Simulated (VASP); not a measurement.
# PtSe2 (Sudovikovite) (P-3m1) in VASP: further runs, part 3 of 3

VASP 6.6.1.

## (5) Single point, PBEsol

This run uses another cell than the first one, of 20.27 Å³/atom, 1.136 times its volume.

INCAR

```
ALGO = Normal ; EDIFF = 1E-6
ENCUT = 520 ; GGA = PS
ISIF = 2 ; ISMEAR = 1
LASPH = T ; LCHARG = F
LREAL = F ; LWAVE = F
NBANDS = 18 ; NELM = 100
PREC = Accurate ; SIGMA = 0.1
```

KPOINTS

```
k-points
0
Gamma
  9 9 6
```

POSCAR

```
PtSe2
1.0
    3.7240000000      0.0000000000      0.0000000000
   -1.8620000000      3.2250790000      0.0000000000
    0.0000000000      0.0000000000      5.0620000000
Pt Se
1 2
Direct
    0.0000000000      0.0000000000      0.0000000000
    0.3333333333      0.6666666667      0.2500000000
    0.6666666667      0.3333333333      0.7500000000
```

Potentials or basis: VASP PAW PBE potentials, release 64 (Pt, Se).

On the command line:

```sh
cat potpaw_PBE.64/Pt/POTCAR potpaw_PBE.64/Se/POTCAR > POTCAR
mpirun -np 1 vasp_std > vasp.out
```

OUTCAR:

```text
EDIFF = 1E-6
   ENCUT = 520
   GGA = PS
   ISIF = 2
   ISMEAR = 1
   LASPH = T
   LREAL = F
   NELM = 100
   PREC = Accurate

 ion  position               nearest neighbor table
   1  0.000  0.000  0.000-   2 2.49   3 2.49   3 2.49   2 2.49   3 2.49   2 2.49
   2  0.333  0.667  0.250-   1 2.49   1 2.49   1 2.49
   3  0.667  0.333  0.750-   1 2.49   1 2.49   1 2.49

  LATTYP: Found a hexagonal cell.
 ALAT       =     3.7240000000
 C/A-ratio  =     1.3592910849

  Lattice vectors:

 A1 = (   3.7240000000,   0.0000000000,   0.0000000000)
 A2 = (  -1.8620000000,   3.2250790000,   0.0000000000)
 A3 = (   0.0000000000,   0.0000000000,   5.0620000000)

Analysis of symmetry for initial positions (statically):
=====================================================================
 Subroutine PRICEL returns:
 Original cell was already a primitive cell.

 Routine SETGRP: Setting up the symmetry group for a
 hexagonal supercell.

 Subroutine GETGRP returns: Found 12 space group operations
 (whereof 12 operations were pure point group operations)
 out of a pool of 24 trial point group operations.

The static configuration has the point symmetry D_3d.

Analysis of symmetry for dynamics (positions and initial velocities):
=====================================================================
 Subroutine PRICEL returns:
 Original cell was already a primitive cell.

 Routine SETGRP: Setting up the symmetry group for a
 hexagonal supercell.

 Subroutine GETGRP returns: Found 12 space group operations
 (whereof 12 operations were pure point group operations)
 out of a pool of 24 trial point group operations.

The dynamic configuration has the point symmetry D_3d.

 Subroutine INISYM returns: Found 12 space group operations
 (whereof 12 operations are pure point group operations),
 and found     1 'primitive' translations

----------------------------------------------------------------------------------------

                                     Primitive cell

  volume of cell :      60.7956

  direct lattice vectors                    reciprocal lattice vectors
     3.724000000  0.000000000  0.000000000     0.268528464  0.155034962  0.000000000
    -1.862000000  3.225079000  0.000000000     0.000000000  0.310069924  0.000000000
     0.000000000  0.000000000  5.062000000     0.000000000  0.000000000  0.197550375

  length of vectors
     3.724000000  3.724000343  5.062000000     0.310069952  0.310069924  0.197550375

  position of ions in fractional coordinates (direct lattice)
     0.000000000  0.000000000  0.000000000
     0.333333333  0.666666667  0.250000000
     0.666666667  0.333333333  0.750000000

  ion indices of the primitive-cell ions
   primitive index   ion index
                 1           1
                 2           2
                 3           3

----------------------------------------------------------------------------------------

 KPOINTS: k-points

Automatic generation of k-mesh.
 Grid dimensions read from file:
 generate k-points for:    9    9    6

 Generating k-lattice:

  Cartesian coordinates                     Fractional coordinates (reciprocal lattice)
     0.029836496  0.017226107  0.000000000     0.111111111 -0.000000000  0.000000000
     0.000000000  0.034452214  0.000000000     0.000000000  0.111111111  0.000000000
     0.000000000  0.000000000  0.032925063     0.000000000  0.000000000  0.166666667

  Length of vectors
     0.034452217  0.034452214  0.032925063

  Shift w.r.t. Gamma in fractional coordinates (k-lattice)
     0.000000000  0.000000000  0.000000000

 Subroutine IBZKPT returns following result:
 ===========================================

 Found     62 irreducible k-points:

 Following reciprocal coordinates:
            Coordinates               Weight
  0.000000  0.000000  0.000000      1.000000
  0.111111 -0.000000  0.000000      6.000000
  0.222222 -0.000000  0.000000      6.000000
  0.333333  0.000000  0.000000      6.000000
  0.444444 -0.000000  0.000000      6.000000
  0.111111  0.111111  0.000000      6.000000
[... 16 lines left out ...]
  0.222222  0.111111  0.166667     12.000000
 -0.111111  0.333333  0.166667     12.000000
 [... further k-points ...]
   k-points           NKPTS =     62   k-points in BZ     NKDIM =     62   number of bands    NBANDS=     18
   number of dos      NEDOS =    301   number of ions     NIONS =      3
   total plane-waves  NPLWV =  31360
   dimension x,y,z NGX =    28 NGY =   28 NGZ =   40
   dimension x,y,z NGXF=    56 NGYF=   56 NGZF=   80
   ions per type =               1   2
   NGX,Y,Z   is equivalent  to a cutoff of  12.50, 12.50, 13.14 a.u.
   NGXF,Y,Z  is equivalent  to a cutoff of  25.00, 25.00, 26.27 a.u.
 SYSTEM =  unknown system
   PREC   = accura    normal or accurate (medium, high low for compatibility)
   ISTART =      0    job   : 0-new  1-cont  2-samecut
   ICHARG =      2    charge: 1-file 2-atom 10-const
   ISPIN  =      1    spin polarized calculation?
   LNONCOLLINEAR =      F non collinear calculations
   LSORBIT =      F    spin-orbit coupling
   LASPH  =      T    aspherical Exc in radial PAW
   ENCUT  =  520.0 eV  38.22 Ry    6.18 a.u.   6.92  6.92  9.41*2*pi/ulx,y,z
   NELM   =    100;   NELMIN=  2; NELMDL= -5     # of ELM steps
   EDIFF  = 0.1E-05   stopping-criterion for ELM
   LREAL  =      F    real-space projection
   EDIFFG = 0.1E-04   stopping-criterion for IOM
   NSW    =      0    number of steps for IOM
   IBRION =     -1    ionic relax: 0-MD 1-quasi-New 2-CG
   NFREE  =      0    steps in history (QN), initial steepest desc. (CG)
   ISIF   =      2    stress and relaxation
   ISYM   =      2    0-nonsym 1-usesym 2-fastsym
   POTIM  = 0.5000    time-step for ionic-motion
   TEBEG  =    0.0;   TEEND  =   0.0 temperature during run
   PSTRESS=    0.0 pullay stress
   NELECT =      22.0000    total number of electrons
   NUPDOWN=      -1.0000    fix difference up-down
   EMIN   =  10.00;   EMAX   =-10.00  energy-range for DOS
   EFERMI =   0.00;   METHOD = LEGACY
   ISMEAR =     1;   SIGMA  =   0.10  broadening in eV -4-tet -1-fermi 0-gaus
   EFERMI_NEDOS =   21; number of points for ismear=-14 and -15
   IALGO  =     38    algorithm
   IMIX   =      4    mixing-type and parameters
     AMIX     =   0.40;   BMIX     =  1.00
     AMIX_MAG =   1.60;   BMIX_MAG =  1.00
  volume/ion in A,a.u.               =      20.27       136.76
  Fermi-wavevector in a.u.,A,eV,Ry     =   1.166608  2.204570 18.517183  1.360975
  Thomas-Fermi vector in A             =   2.303119
   LORBIT       =      0    0 simple, 1 ext, 2 COOP (PROOUT), +10 PAW based schemes
   GGA     = PS    functional components
   LHFCALC =     F    Hartree Fock is set to
   AEXX    =    0.0000 exact exchange contribution
   IVDW    =     0    specifies the selected vdW correction
   LEPSILON=     F    determine dielectric tensor
   LRPA    =     F    only Hartree local field effects (RPA)
 non-spin polarized calculation
 Methfessel and Paxton  Order N= 1 SIGMA  =   0.10
  energy-cutoff  :      520.00
  volume of cell :       60.80
 maximum number of plane-waves:      1650
   NGX = 13   NGY = 13   NGZ = 19

 number of electron      21.9999999 magnetization

 Free energy of the ion-electron system (eV)
  ---------------------------------------------------
  ext. energy  EPLUGINS =         0.00000000
  ---------------------------------------------------
  free energy    TOTEN  =       -15.88488679 eV

  energy without entropy =      -15.88506859  energy(sigma->0) =      -15.88494739

 E-fermi :   6.4564     XC(G=0): -10.8046

 val. band max:        6.4430858693   @ k =   0.0000   0.3333   0.3333
 cond. band min:       6.5143570267   @ k =   0.0000   0.1111   0.1667
 fundamental gap:      0.0712711573
 Fermi energy:         6.4563693802

 k-point     1 :       0.0000    0.0000    0.0000
  band No.  band energies     occupation
      1      -9.3387      2.00000
      2      -6.4921      2.00000
      3      -0.8329      2.00000
      4      -0.1128      2.00000
      5      -0.1128      2.00000
      6       2.3658      2.00000
[... 10 lines left out ...]
     17      13.6117      0.00000
     18      18.0876      0.00000
[... 463 lines left out ...]
 k-point    24 :      -0.1111    0.3333    0.1667
  band No.  band energies     occupation
      1      -8.3876      2.00000
      2      -6.9330      2.00000
      3      -0.3211      2.00000
      4       0.2262      2.00000
      5       0.6805      2.00000
      6       1.0982      2.00000
[... 10 lines left out ...]
     17      14.1176      0.00000
     18      15.9389      0.00000

 [... further k-points ...]

------------------------ aborting loop because EDIFF is reached ----------------------------------------

  FORCE on cell =-STRESS in cart. coord.  units (eV):
  Direction    XX          YY          ZZ          XY          YZ          ZX
  --------------------------------------------------------------------------------------
  -------------------------------------------------------------------------------------
  Total        1.0376247      1.0376250      0.4633328      0.0000000      0.0000000      0.0000000
  in kB       27.3450495     27.3450562     12.2104440      0.0000000      0.0000000      0.0000000
  external PRESSURE =      22.3001832 kB  Pullay stress =       0.0000000 kB

 VOLUME and BASIS-vectors are now :
 -----------------------------------------------------------------------------
  energy-cutoff  :      520.00
  volume of cell :       60.80
      direct lattice vectors                 reciprocal lattice vectors
     3.724000000  0.000000000  0.000000000     0.268528464  0.155034962  0.000000000
    -1.862000000  3.225079000  0.000000000     0.000000000  0.310069924  0.000000000
     0.000000000  0.000000000  5.062000000     0.000000000  0.000000000  0.197550375

 POSITION                                       TOTAL-FORCE (eV/Angst)
 -----------------------------------------------------------------------------------
      0.00000      0.00000      0.00000         0.000000      0.000000      0.000000
     -0.00000      2.15005      1.26550         0.000000     -0.000000      0.334271
      1.86200      1.07503      3.79650        -0.000000      0.000000     -0.334271
 -----------------------------------------------------------------------------------
    total drift:                               -0.000000     -0.000000     -0.000000

  FREE ENERGIE OF THE ION-ELECTRON SYSTEM (eV)
  ---------------------------------------------------
  free  energy   TOTEN  =       -15.8848867938 eV

  energy  without entropy=      -15.8850685926  energy(sigma->0) =      -15.88494739
```

OSZICAR:

```text
N       E                     dE             d eps       ncg     rms          rms(c)
DAV:   1     0.109872727219E+03    0.10987E+03   -0.10097E+04  2248   0.108E+03
DAV:   2    -0.115015461552E+02   -0.12137E+03   -0.11757E+03  2736   0.213E+02
DAV:   3    -0.167201669939E+02   -0.52186E+01   -0.51786E+01  2782   0.438E+01
DAV:   4    -0.167602581297E+02   -0.40091E-01   -0.40074E-01  2746   0.412E+00
DAV:   5    -0.167606644270E+02   -0.40630E-03   -0.40629E-03  2696   0.407E-01    0.133E+01
DAV:   6    -0.161226226022E+02    0.63804E+00   -0.43786E+00  2334   0.190E+01    0.780E+00
DAV:   7    -0.159135351341E+02    0.20909E+00   -0.82717E-01  2304   0.897E+00    0.390E+00
DAV:   8    -0.158870951296E+02    0.26440E-01   -0.52997E-02  2482   0.166E+00    0.824E-01
DAV:   9    -0.158848256213E+02    0.22695E-02   -0.59001E-03  2446   0.710E-01    0.201E-01
DAV:  10    -0.158849004468E+02   -0.74826E-04   -0.87642E-04  2530   0.205E-01    0.443E-02
DAV:  11    -0.158848873015E+02    0.13145E-04   -0.77012E-05  2654   0.850E-02    0.192E-02
DAV:  12    -0.158848867938E+02    0.50768E-06   -0.83693E-06  2430   0.217E-02
   1 F= -.15884887E+02 E0= -.15884947E+02  d E =0.181799E-03
```

It took 26 s on 1 thread of Intel Xeon 6975P-C (Granite Rapids), shared host; peak memory 0.22 GiB.

Results:

* Free energy: -15.8849 eV
* Pressure: 2.2 GPa
* Largest force: 0.334 eV/Å
* Band gap on the k mesh: zero (band 11 reaches 6.81 eV, above the bottom of band 12 at 6.39 eV)

Forces in eV/Å, atoms in the order of the input:
```
Pt   0.000  0.000  0.000
Se   0.000  0.000  0.334
Se   0.000  0.000 -0.334
```

Levels at points of the mesh, in eV from the Fermi level:
```csv
k point,band 9,band 10,band 11,band 12,band 13,band 14
"(0.00, 0.00, 0.00)",-1.12,-1.12,0.36,1.40,1.40,3.43
"(0.00, 0.00, 0.50)",-1.77,-1.56,-1.56,2.26,2.26,4.65
```

Caveat: the PAW data sets were made with another functional, which shifts forces and pressure a little; spin-orbit coupling is left out, which moves the levels of the heavy elements.

## (6) Single point, PBEsol

This run uses another cell than the first one, of 21.08 Å³/atom, 1.182 times its volume.

INCAR

```
PREC = Accurate
ENCUT = 520
EDIFF = 1E-7
ISMEAR = 1
SIGMA = 0.1
LREAL = False
LASPH = True
NELM = 80
ALGO = Normal
ISIF = 2
LWAVE = False
LCHARG = True
GGA = PS
LELF = True
LVHAR = True
NBANDS = 18
```

KPOINTS

```
regular mesh
0
Gamma
  9 9 6
```

POSCAR

```
PtSe2
1.0
    3.7730056198      0.0000000000      0.0000000000
   -1.8865028099      3.2675191169      0.0000000000
    0.0000000000      0.0000000000      5.1286129021
Pt Se
1 2
Direct
    0.0000000000      0.0000000000      0.0000000000
    0.3333333333      0.6666666667      0.2500000000
    0.6666666667      0.3333333333      0.7500000000
```

Potentials or basis: VASP PAW PBE potentials, release 64 (Pt, Se).

On the command line:

```sh
cat potpaw_PBE.64/Pt/POTCAR potpaw_PBE.64/Se/POTCAR > POTCAR
mpirun -np 1 vasp_std > vasp.out
```

It took 31 s on 1 thread of Intel Xeon 6975P-C (Granite Rapids), shared host; peak memory 0.22 GiB.

Results (log left out):

```
Free energy            : -15.8802 eV
Pressure               : -2.7 GPa
Largest force          : 0.135 eV/Å
Band gap on the k mesh : zero (band 11 reaches 6.27 eV, above the bottom of band 12 at 5.85 eV)
```

Forces on the atoms (eV/Å):
```
Pt   0.000  0.000  0.000
Se   0.000  0.000 -0.135
Se   0.000  0.000  0.135
```

Stress tensor (GPa, compression positive):
```
-2.83  0.00  0.00
 0.00 -2.83  0.00
 0.00  0.00 -2.52
```

Levels at points of the mesh, in eV from the Fermi level:
```
           k point  band 8  band 9  band 10  band 11  band 12  band 13  band 14  band 15
(0.00, 0.00, 0.00)   -2.51   -1.06    -1.06     0.36     1.36     1.36     3.54     3.78
(0.00, 0.00, 0.50)   -2.88   -1.77    -1.47    -1.47     2.14     2.14     4.68     5.96
```

Caveat: the PAW data sets were made with another functional, which shifts forces and pressure a little; spin-orbit coupling is left out, which moves the levels of the heavy elements.

## (7) Overview

```csv
cell,gap on the mesh (eV),pressure (GPa),largest force (eV/Å)
"a = 3.569, b = 3.569, c = 4.851 Å, angles 90.0, 90.0, 120.0°, 3 atoms",none,26.2,2.35
"a = 3.622, b = 3.622, c = 4.923 Å, angles 90.0, 90.0, 120.0°, 3 atoms",none,16.3,1.56
"a = 3.674, b = 3.674, c = 4.994 Å, angles 90.0, 90.0, 120.0°, 3 atoms",none,8.5,0.89
"a = 3.724, b = 3.724, c = 5.062 Å, angles 90.0, 90.0, 120.0°, 3 atoms",none,2.2,0.33
"a = 3.773, b = 3.773, c = 5.129 Å, angles 90.0, 90.0, 120.0°, 3 atoms",none,-2.7,0.13
```

Alike in all rows: task single point; level PBEsol; potentials or basis VASP PAW PBE potentials, release 64 (Pt, Se); no spin polarisation; k mesh 9 × 9 × 6; cutoff (eV) 520; smearing methfessel-paxton 0.1 eV.

Caveats: the PAW data sets were made with another functional, which shifts forces and pressure a little; spin-orbit coupling is left out, which moves the levels of the heavy elements.

Total energies depend on the potentials used, so only differences within one code and one set of settings carry meaning.
